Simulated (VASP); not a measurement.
Wanted: the native input for a VASP 6.6.1 run.

- Task: single point
- Functional: LDA
- Potentials or basis: VASP PAW LDA potentials, release 64 (Sb)
- Cutoff: 520 eV
- k mesh: 12 × 12 × 7
- Occupations: fermi-dirac, width 0.03 eV
- Spin: no spin polarisation
- Dipole correction: no
- Further INCAR settings: ALGO = Normal; EDIFF = 1e-06; NBANDS = 12

The structure of Sb lies in POSCAR:

```
Sb
1.0
    3.3016201759      0.0000000000      0.0000000000
   -1.6508100880      2.8592869460      0.0000000000
    0.0000000000      0.0000000000      5.3300000000
Sb
2
Direct
    0.3333333333      0.6666666667      0.2500000000
    0.6666666667      0.3333333333      0.7500000000
```

This cell differs from its parent crystal: equal xx and yy strain of -2 %.

The input as run:

INCAR

```
SYSTEM = Sb
ALGO = Normal
EDIFF = 1E-6
ENCUT = 520
GGA = CA
ISIF = 2
ISMEAR = -1
LASPH = .TRUE.
LCHARG = .FALSE.
LREAL = .FALSE.
LWAVE = .FALSE.
NBANDS = 12
NELM = 60
PREC = Accurate
SIGMA = 0.03
```

KPOINTS

```
k-points
0
G
  12 12 7
  0 0 0
```

Potentials or basis: VASP PAW LDA potentials, release 64 (Sb).

The run is started by

```console
$ cat potpaw_LDA.64/Sb/POTCAR > POTCAR
$ mpirun -np 1 vasp_std > vasp.out
```

It gave:

```json
{
 "Pressure": "1.6 GPa",
 "Band gap on the k mesh": "zero (band 5 reaches 13.71 eV, above the bottom of band 6 at 6.23 eV)"
}
```

Caveat: the cell differs from its parent crystal (equal xx and yy strain of -2 %); spin-orbit coupling is left out, which moves the levels of the heavy elements.

Wall time 22 s on 1 thread of Intel(R) Xeon(R) Platinum 8559C (Emerald Rapids) (shared host), peak memory 0.17 GiB.
